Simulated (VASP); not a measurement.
# WS4: single point with PBE

Slab: WS4, a slab with vacuum.

```
CELL_PARAMETERS angstrom
3.18352 0.00000 0.00000
-1.59176 2.75701 0.00000
0.00000 0.00000 45.78223
ATOMIC_POSITIONS crystal
S 0.66667 0.33333 0.16382
S 0.66667 0.33333 0.46594
S 0.66667 0.33333 0.53406
S 0.66667 0.33333 0.83618
W 0.33333 0.66667 0.50000
```

```json
{"Program": "VASP 6.6.1", "Task": "single point", "Functional": "PBE", "Potentials or basis": "VASP PAW PBE potentials, release 64 (S, W_sv)", "Cutoff": "520 eV", "k mesh": "10 × 10 × 1", "Occupations": "fermi-dirac, width 0.05 eV", "Spin": "no spin polarisation"}
```

```json
{
  "Largest force": "0.252 eV/Å",
  "Band gap on the k mesh": "zero (band 19 reaches -2.04 eV, above the bottom of band 20 at -3.87 eV)"
}
```

Forces in eV/Å, atoms in the order of the input:
```
S    0.000  0.000  0.000
S    0.000  0.000 -0.252
S    0.000  0.000  0.252
S    0.000  0.000  0.000
W    0.000  0.000  0.000
```

Levels at points of the mesh, in eV from the Fermi level:
```tsv
k point	band 15	band 16	band 17	band 18	band 19	band 20	band 21	band 22	band 23	band 24
(0.00, 0.00, 0.00)	-1.54	-1.54	-0.06	1.75	1.75	1.75	1.75	2.83	2.83	3.01
(0.50, 0.00, 0.00)	-2.16	-1.36	-0.98	-0.07	-0.07	0.60	0.60	2.78	3.25	4.03
```

Run time: 7.8 min on 1 thread of AMD EPYC 7R13 Processor (Zen 3) (shared host), peak memory 0.49 GiB.

Caveat: spin-orbit coupling is left out, which moves the levels of the heavy elements.
